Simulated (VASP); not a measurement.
# C in VASP: single point with PBE

Aim: the single point of C with PBE.

Program: VASP 6.6.1. These are calculated values, not measurements. Logs are shortened: lines on timing, memory, paths and dates and some standing lists are left out, and cuts for length are marked.

**1. The cell of the first run**

The cell holds a cluster in a box, 1 atom: a = 10.000 Å, b = 10.000 Å, c = 10.000 Å, α = 90.00°, β = 90.00°, γ = 90.00°.

**2. Single point, PBE, collinear spin, ferromagnetic start**

Input file INCAR:

```
PREC = Accurate ; ENCUT = 520
EDIFF = 1E-6 ; ISMEAR = -1
SIGMA = 0.05 ; LREAL = False
LASPH = True ; NELM = 200
ALGO = Normal ; ISIF = 2
LWAVE = False ; LCHARG = False
ISPIN = 2 ; MAGMOM = 2
LORBIT = 11 ; GGA = PE
NBANDS = 12 ; GGA_COMPAT = False
```

Input file KPOINTS:

```
regular mesh
0
Gamma
  1 1 1
```

Input file POSCAR:

```
C
1.0
   10.0000000000      0.0000000000      0.0000000000
    0.0000000000     10.0000000000      0.0000000000
    0.0000000000      0.0000000000     10.0000000000
C
1
Direct
    0.0000000000      0.0000000000      0.0000000000
```

Potentials or basis: VASP PAW PBE potentials, release 64 (C).

Started as:

```console
> cat potpaw_PBE.64/C/POTCAR > POTCAR
> mpirun -np 1 vasp_gam > vasp.out
```

OUTCAR:

```text
PREC = Accurate
   ENCUT = 520
   EDIFF = 1E-6
   ISMEAR = -1
   LREAL = False
   LASPH = True
   NELM = 200
   ISIF = 2
   ISPIN = 2
   LORBIT = 11
   GGA = PE

 ion  position               nearest neighbor table
   1  0.000  0.000  0.000-

  LATTYP: Found a simple cubic cell.
 ALAT       =    10.0000000000

  Lattice vectors:

 A1 = (  10.0000000000,   0.0000000000,   0.0000000000)
 A2 = (   0.0000000000,  10.0000000000,   0.0000000000)
 A3 = (   0.0000000000,   0.0000000000,  10.0000000000)

Analysis of symmetry for initial positions (statically):
=====================================================================
 Subroutine PRICEL returns:
 Original cell was already a primitive cell.

 Routine SETGRP: Setting up the symmetry group for a
 simple cubic supercell.

 Subroutine GETGRP returns: Found 48 space group operations
 (whereof 48 operations were pure point group operations)
 out of a pool of 48 trial point group operations.

The static configuration has the point symmetry O_h .

Analysis of symmetry for dynamics (positions and initial velocities):
=====================================================================
 Subroutine PRICEL returns:
 Original cell was already a primitive cell.

 Routine SETGRP: Setting up the symmetry group for a
 simple cubic supercell.

 Subroutine GETGRP returns: Found 48 space group operations
 (whereof 48 operations were pure point group operations)
 out of a pool of 48 trial point group operations.

The dynamic configuration has the point symmetry O_h .

Analysis of structural, dynamic, and magnetic symmetry:
=====================================================================
 Subroutine PRICEL returns:
 Original cell was already a primitive cell.

 Routine SETGRP: Setting up the symmetry group for a
 simple cubic supercell.

 Subroutine GETGRP returns: Found 48 space group operations
 (whereof 48 operations were pure point group operations)
 out of a pool of 48 trial point group operations.

The overall configuration has the point symmetry O_h .

 Subroutine INISYM returns: Found 48 space group operations
 (whereof 48 operations are pure point group operations),
 and found     1 'primitive' translations

----------------------------------------------------------------------------------------

                                     Primitive cell

  volume of cell :    1000.0000
[... 78 lines left out ...]
   ISMEAR =    -1;   SIGMA  =   0.05  broadening in eV -4-tet -1-fermi 0-gaus
   EFERMI_NEDOS =   21; number of points for ismear=-14 and -15
   IALGO  =     38    algorithm
   IMIX   =      4    mixing-type and parameters
     AMIX     =   0.40;   BMIX     =  1.00
     AMIX_MAG =   1.60;   BMIX_MAG =  1.00
  volume/ion in A,a.u.               =    1000.00      6748.33
  Fermi-wavevector in a.u.,A,eV,Ry     =   0.259873  0.491089  0.918857  0.067534
  Thomas-Fermi vector in A             =   1.087013
   LORBIT       =     11    0 simple, 1 ext, 2 COOP (PROOUT), +10 PAW based schemes
   GGA     = PE    functional components
   LHFCALC =     F    Hartree Fock is set to
   AEXX    =    0.0000 exact exchange contribution
   IVDW    =     0    specifies the selected vdW correction
   LEPSILON=     F    determine dielectric tensor
   LRPA    =     F    only Hartree local field effects (RPA)
 spin polarized calculation
  energy-cutoff  :      520.00
  volume of cell :     1000.00
 maximum number of plane-waves:     13481
 NGX is ok and might be reduce to    80
   NGX = 37   NGY = 37   NGZ = 37

 number of electron       4.0000000 magnetization       2.0000001

 Free energy of the ion-electron system (eV)
  ---------------------------------------------------
  ext. energy  EPLUGINS =         0.00000000
  ---------------------------------------------------
  free energy    TOTEN  =        -1.33832970 eV

  energy without entropy =       -1.24285257  energy(sigma->0) =       -1.29059114

 E-fermi :  -5.9598     XC(G=0):  -0.5284

 val. band max:       -5.9944293709   @ k =   0.0000   0.0000   0.0000
 cond. band min:      -3.5091710059   @ k =   0.0000   0.0000   0.0000
 fundamental gap:      2.4852583650
 Fermi energy:        -5.9597720119

 spin component 1

 k-point     1 :       0.0000    0.0000    0.0000
  band No.  band energies     occupation
      1     -14.5422      1.00000
      2      -5.9944      0.66667
      3      -5.9944      0.66667
      4      -5.9944      0.66667
      5      -0.4740      0.00000
      6       1.0221      0.00000
      7       1.0221      0.00000
      8       1.0221      0.00000
      9       1.1409      0.00000
     10       1.1933      0.00000
     11       1.1933      0.00000
     12       2.3261      0.00000
 Fermi energy:        -5.9597720119

 spin component 2

 k-point     1 :       0.0000    0.0000    0.0000
  band No.  band energies     occupation
      1     -11.7830      1.00000
      2      -3.5092      0.00000
      3      -3.5092      0.00000
      4      -3.5092      0.00000
      5      -0.0660      0.00000
      6       1.4537      0.00000
      7       1.4695      0.00000
      8       1.4695      0.00000
      9       1.4695      0.00000
     10       1.4754      0.00000
     11       1.4754      0.00000
     12       2.7721      0.00000

------------------------ aborting loop because EDIFF is reached ----------------------------------------

  FORCE on cell =-STRESS in cart. coord.  units (eV):
  Direction    XX          YY          ZZ          XY          YZ          ZX
  --------------------------------------------------------------------------------------
  -------------------------------------------------------------------------------------
  Total       -0.0066802     -0.0066802     -0.0066802      0.0000000      0.0000000      0.0000000
  in kB       -0.0107028     -0.0107028     -0.0107028      0.0000000      0.0000000      0.0000000
  external PRESSURE =      -0.0107028 kB  Pullay stress =       0.0000000 kB

 VOLUME and BASIS-vectors are now :
 -----------------------------------------------------------------------------
  energy-cutoff  :      520.00
  volume of cell :     1000.00
      direct lattice vectors                 reciprocal lattice vectors
    10.000000000  0.000000000  0.000000000     0.100000000  0.000000000  0.000000000
     0.000000000 10.000000000  0.000000000     0.000000000  0.100000000  0.000000000
     0.000000000  0.000000000 10.000000000     0.000000000  0.000000000  0.100000000

 POSITION                                       TOTAL-FORCE (eV/Angst)
 -----------------------------------------------------------------------------------
      0.00000      0.00000      0.00000         0.000000      0.000000      0.000000
 -----------------------------------------------------------------------------------
    total drift:                                0.000000      0.000000     -0.000000

  FREE ENERGIE OF THE ION-ELECTRON SYSTEM (eV)
  ---------------------------------------------------
  free  energy   TOTEN  =        -1.3383296987 eV

  energy  without entropy=       -1.2428525735  energy(sigma->0) =       -1.29059114

 total charge

# of ion       s       p       d       tot
------------------------------------------
    1        1.047   0.953   0.000   2.000

 magnetization (x)

# of ion       s       p       d       tot
------------------------------------------
    1        0.035   0.953   0.000   0.988
```

stdout:

```text
POSCAR found type information on POSCAR C
 POSCAR found :  1 types and       1 ions
 scaLAPACK will be used
 LDA part: xc-table for (Slater+PW92), standard interpolation
 POSCAR, INCAR and KPOINTS ok, starting setup
 FFT: planning ... GRIDC
 FFT: planning ... GRID_SOFT
 FFT: planning ... GRID
 WAVECAR not read
 entering main loop
```

Wall time 2.3 min (1 thread of Intel Xeon Platinum 8488C (Sapphire Rapids), shared host); peak memory 1.2 GiB.

Results:

```
Free energy                                           : -1.3383 eV
Gap between the frontier levels                       : zero (filled and empty bands touch)
Net moment                                            : 2.00 μB per cell
Site moments                                          : C +0.99 μB
Valence electrons inside the program's atomic spheres : C 2.00
```
